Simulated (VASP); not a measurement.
# Al in VASP: notebook

The runs below take Al through electric field gradients, with LDA.

Everything below comes from runs of VASP 6.6.1. Logs are shortened: lines on timing, memory, paths and dates and some standing lists are left out, and cuts for length are marked.

**1. The cell of the first run**

Symmetry: I4/mmm, No. 139, tetragonal system. The conventional cell has a = 2.891 Å, b = 2.891 Å, c = 4.048 Å, α = 90.00°, β = 90.00°, γ = 90.00°. Within 3.8 Å of Al (site symmetry 4/mmm) lie 12 Al at 2.88 to 2.89 Å.

**2. Electric field gradients, LDA (equal xx and yy strain of +1 %)**

File INCAR:

```
SYSTEM = Al
  ALGO = Normal
  EDIFF = 1E-8
  ENCUT = 520
  ISIF = 2
  ISMEAR = -1
  LASPH = .True.
  LCHARG = .False.
  LEFG = .True.
  LREAL = .False.
  LWAVE = .False.
  NBANDS = 8
  NELM = 60
  PREC = Accurate
  SIGMA = 0.03
```

File KPOINTS:

```
k-points
0
Gamma
  17 17 17
  0 0 0
```

File POSCAR:

```
Al
1.0
    0.0000000000      2.0442198000      2.0239800000
    2.0442198000      0.0000000000      2.0239800000
    2.0442198000      2.0442198000      0.0000000000
Al
1
Direct
    0.0000000000      0.0000000000      0.0000000000
```

Potentials or basis: VASP PAW LDA potentials, release 64 (Al).

Started as:

```bash
> cat potpaw_LDA.64/Al/POTCAR > POTCAR
> mpirun -np 1 vasp_std > vasp.out
```

OUTCAR:

```text
SYSTEM = Al
   EDIFF = 1E-8
   ENCUT = 520
   ISIF = 2
   ISMEAR = -1
   LASPH = .True.
   LREAL = .False.
   NELM = 60
   PREC = Accurate

 ion  position               nearest neighbor table
   1  0.000  0.000  0.000-

  LATTYP: Found a body centered tetragonal cell.
 ALAT       =     2.8909633656
 C/A-ratio  =     1.4002114479

  Lattice vectors:

 A1 = (   0.0000000000,  -2.0442198000,  -2.0239800000)
 A2 = (   0.0000000000,   2.0442198000,  -2.0239800000)
 A3 = (   2.0442198000,   0.0000000000,   2.0239800000)

Analysis of symmetry for initial positions (statically):
=====================================================================
 Subroutine PRICEL returns:
 Original cell was already a primitive cell.

 Routine SETGRP: Setting up the symmetry group for a
 body centered tetragonal supercell.

 Subroutine GETGRP returns: Found 16 space group operations
 (whereof 16 operations were pure point group operations)
 out of a pool of 16 trial point group operations.

The static configuration has the point symmetry D_4h.

Analysis of symmetry for dynamics (positions and initial velocities):
=====================================================================
 Subroutine PRICEL returns:
 Original cell was already a primitive cell.

 Routine SETGRP: Setting up the symmetry group for a
 body centered tetragonal supercell.

 Subroutine GETGRP returns: Found 16 space group operations
 (whereof 16 operations were pure point group operations)
 out of a pool of 16 trial point group operations.

The dynamic configuration has the point symmetry D_4h.

 Subroutine INISYM returns: Found 16 space group operations
 (whereof 16 operations are pure point group operations),
 and found     1 'primitive' translations

----------------------------------------------------------------------------------------

                                     Primitive cell

  volume of cell :      16.9158

  direct lattice vectors                    reciprocal lattice vectors
     0.000000000  2.044219800  2.023980000    -0.244592093  0.244592093  0.247038014
     2.044219800  0.000000000  2.023980000     0.244592093 -0.244592093  0.247038014
     2.044219800  2.044219800  0.000000000     0.244592093  0.244592093 -0.247038014

  length of vectors
     2.876687267  2.876687267  2.890963366     0.425062777  0.425062777  0.425062777

  position of ions in fractional coordinates (direct lattice)
     0.000000000  0.000000000  0.000000000

  ion indices of the primitive-cell ions
   primitive index   ion index
                 1           1

----------------------------------------------------------------------------------------

 KPOINTS: k-points

Automatic generation of k-mesh.
 Grid dimensions read from file:
 generate k-points for:   17   17   17

 Generating k-lattice:

  Cartesian coordinates                     Fractional coordinates (reciprocal lattice)
    -0.014387770  0.014387770  0.014531648     0.058823529  0.000000000  0.000000000
     0.014387770 -0.014387770  0.014531648     0.000000000  0.058823529  0.000000000
     0.014387770  0.014387770 -0.014531648    -0.000000000 -0.000000000  0.058823529

  Length of vectors
     0.025003693  0.025003693  0.025003693

  Shift w.r.t. Gamma in fractional coordinates (k-lattice)
     0.000000000  0.000000000  0.000000000

 Subroutine IBZKPT returns following result:
 ===========================================

 Found    405 irreducible k-points:

 Following reciprocal coordinates:
            Coordinates               Weight
  0.000000  0.000000  0.000000      1.000000
  0.058824  0.000000  0.000000      8.000000
  0.117647  0.000000  0.000000      8.000000
  0.176471  0.000000  0.000000      8.000000
  0.235294  0.000000  0.000000      8.000000
  0.294118 -0.000000  0.000000      8.000000
[... 16 lines left out ...]
 -0.176471  0.058824  0.000000      8.000000
 -0.117647  0.058824  0.000000      8.000000
 [... further k-points ...]
   k-points           NKPTS =    405   k-points in BZ     NKDIM =    405   number of bands    NBANDS=      8
   number of dos      NEDOS =    301   number of ions     NIONS =      1
   total plane-waves  NPLWV =  13824
   dimension x,y,z NGX =    24 NGY =   24 NGZ =   24
   dimension x,y,z NGXF=    48 NGYF=   48 NGZF=   48
   ions per type =               1
   NGX,Y,Z   is equivalent  to a cutoff of  13.87, 13.87, 13.80 a.u.
   NGXF,Y,Z  is equivalent  to a cutoff of  27.74, 27.74, 27.60 a.u.
 SYSTEM =  Al
   PREC   = accura    normal or accurate (medium, high low for compatibility)
   ISTART =      0    job   : 0-new  1-cont  2-samecut
   ICHARG =      2    charge: 1-file 2-atom 10-const
   ISPIN  =      1    spin polarized calculation?
   LNONCOLLINEAR =      F non collinear calculations
   LSORBIT =      F    spin-orbit coupling
   LASPH  =      T    aspherical Exc in radial PAW
   ENCUT  =  520.0 eV  38.22 Ry    6.18 a.u.   5.35  5.35  5.38*2*pi/ulx,y,z
   NELM   =     60;   NELMIN=  2; NELMDL= -5     # of ELM steps
   EDIFF  = 0.1E-07   stopping-criterion for ELM
   LREAL  =      F    real-space projection
   EDIFFG = 0.1E-06   stopping-criterion for IOM
   NSW    =      0    number of steps for IOM
   IBRION =     -1    ionic relax: 0-MD 1-quasi-New 2-CG
   NFREE  =      0    steps in history (QN), initial steepest desc. (CG)
   ISIF   =      2    stress and relaxation
   ISYM   =      2    0-nonsym 1-usesym 2-fastsym
   POTIM  = 0.5000    time-step for ionic-motion
   TEBEG  =    0.0;   TEEND  =   0.0 temperature during run
   PSTRESS=    0.0 pullay stress
   NELECT =       3.0000    total number of electrons
   NUPDOWN=      -1.0000    fix difference up-down
   EMIN   =  10.00;   EMAX   =-10.00  energy-range for DOS
   EFERMI =   0.00;   METHOD = LEGACY
   ISMEAR =    -1;   SIGMA  =   0.03  broadening in eV -4-tet -1-fermi 0-gaus
   EFERMI_NEDOS =   21; number of points for ismear=-14 and -15
   IALGO  =     38    algorithm
   IMIX   =      4    mixing-type and parameters
     AMIX     =   0.40;   BMIX     =  1.00
     AMIX_MAG =   1.60;   BMIX_MAG =  1.00
  volume/ion in A,a.u.               =      16.92       114.15
  Fermi-wavevector in a.u.,A,eV,Ry     =   0.919782  1.738135 11.510508  0.845998
  Thomas-Fermi vector in A             =   2.045014
   LORBIT       =      0    0 simple, 1 ext, 2 COOP (PROOUT), +10 PAW based schemes
   GGA     = CA    functional components
   LHFCALC =     F    Hartree Fock is set to
   AEXX    =    0.0000 exact exchange contribution
   IVDW    =     0    specifies the selected vdW correction
   LEPSILON=     F    determine dielectric tensor
   LRPA    =     F    only Hartree local field effects (RPA)
 non-spin polarized calculation
  energy-cutoff  :      520.00
  volume of cell :       16.92
 maximum number of plane-waves:       471
 NGX is ok and might be reduce to    24
   NGX = 11   NGY = 11   NGZ = 11

 number of electron       3.0000000 magnetization

 Free energy of the ion-electron system (eV)
  ---------------------------------------------------
  ext. energy  EPLUGINS =         0.00000000
  ---------------------------------------------------
  free energy    TOTEN  =        -4.17672415 eV

  energy without entropy =       -4.17550226  energy(sigma->0) =       -4.17611321

 E-fermi :   7.5299     XC(G=0): -10.2521

 val. band max:        7.5022493532   @ k =  -0.4706   0.2941   0.1176
 cond. band min:       7.5413126553   @ k =  -0.2941   0.2941   0.0000
 fundamental gap:      0.0390633022
 Fermi energy:         7.5298754814

 k-point     1 :       0.0000    0.0000    0.0000
  band No.  band energies     occupation
      1      -3.3944      2.00000
      2      19.9389      0.00000
      3      19.9389      0.00000
      4      20.0452      0.00000
      5      21.0863      0.00000
      6      21.1142      0.00000
      7      21.1142      0.00000
      8      23.9708      0.00000

 k-point     2 :       0.0588    0.0000    0.0000
  band No.  band energies     occupation
      1      -3.3021      2.00000
      2      18.2970      0.00000
      3      19.5405      0.00000
      4      19.6112      0.00000
      5      21.6331      0.00000
      6      21.6484      0.00000
      7      21.8188      0.00000
      8      24.8761      0.00000
[... 221 lines left out ...]
 k-point    23 :      -0.1765    0.0588    0.0000
  band No.  band energies     occupation
      1      -2.2956      2.00000
      2      12.9884      0.00000
      3      16.7891      0.00000
      4      19.5943      0.00000
      5      21.6336      0.00000
      6      22.2899      0.00000
      7      23.2744      0.00000
      8      23.7158      0.00000

 k-point    24 :      -0.1176    0.0588    0.0000
  band No.  band energies     occupation
      1      -2.8141      2.00000
      2      15.2404      0.00000
      3      17.2273      0.00000
      4      19.9780      0.00000
      5      21.8103      0.00000
      6      22.3727      0.00000
      7      23.5359      0.00000
      8      23.6400      0.00000

 [... further k-points ...]

------------------------ aborting loop because EDIFF is reached ----------------------------------------

  FORCE on cell =-STRESS in cart. coord.  units (eV):
  Direction    XX          YY          ZZ          XY          YZ          ZX
  --------------------------------------------------------------------------------------
  -------------------------------------------------------------------------------------
  Total       -0.5038770     -0.5038770     -0.5416234      0.0000000      0.0000000     -0.0000000
  in kB      -47.7247559    -47.7247559    -51.2999131      0.0000000      0.0000000     -0.0000000
  external PRESSURE =     -48.9164750 kB  Pullay stress =       0.0000000 kB

 VOLUME and BASIS-vectors are now :
 -----------------------------------------------------------------------------
  energy-cutoff  :      520.00
  volume of cell :       16.92
      direct lattice vectors                 reciprocal lattice vectors
     0.000000000  2.044219800  2.023980000    -0.244592093  0.244592093  0.247038014
     2.044219800  0.000000000  2.023980000     0.244592093 -0.244592093  0.247038014
     2.044219800  2.044219800  0.000000000     0.244592093  0.244592093 -0.247038014

 POSITION                                       TOTAL-FORCE (eV/Angst)
 -----------------------------------------------------------------------------------
      0.00000      0.00000      0.00000         0.000000      0.000000      0.000000
 -----------------------------------------------------------------------------------
    total drift:                                0.000000     -0.000000     -0.000000

  FREE ENERGIE OF THE ION-ELECTRON SYSTEM (eV)
  ---------------------------------------------------
  free  energy   TOTEN  =        -4.1767241534 eV

  energy  without entropy=       -4.1755022606  energy(sigma->0) =       -4.17611321

 Electric field gradients (V/A^2)
---------------------------------------------------------------------
 ion       V_xx      V_yy      V_zz      V_xy      V_xz      V_yz
---------------------------------------------------------------------
   1       0.203     0.203    -0.406     0.000     0.000     0.000
---------------------------------------------------------------------

 Electric field gradients after diagonalization (V/A^2)
 (convention: |V_zz| > |V_xx| > |V_yy|)
----------------------------------------------------------------------
 ion       V_xx      V_yy      V_zz     asymmetry (V_yy - V_xx)/ V_zz
----------------------------------------------------------------------
   1       0.203     0.203    -0.406       0.000
----------------------------------------------------------------------

           NMR quadrupolar parameters

 Cq : quadrupolar parameter    Cq=e*Q*V_zz/h
 eta: asymmetry parameters     (V_yy - V_xx)/ V_zz
 Q  : nuclear electric quadrupole moment in mb (millibarn)
----------------------------------------------------------------------
 ion       Cq(MHz)       eta       Q (mb)
----------------------------------------------------------------------
   1      -0.001       0.000       1.000
----------------------------------------------------------------------
```

It took 28 s on 1 thread of AMD EPYC 9R45 (Zen 5), shared host; peak memory 0.12 GiB.

Results:

```
Free energy : -4.1767 eV
Pressure    : -4.9 GPa
```

Electric field gradients, principal values (V/Å²):
```tsv
atom	least	middle	greatest (by size)
1 Al	0.203	0.203	-0.406
```

Caveat: the cell differs from its parent crystal (equal xx and yy strain of +1 %); without QUAD_EFG the Cq values of the log hold for a quadrupole moment of 1 mb, not for the nuclei.

[end of part 1 of 2]
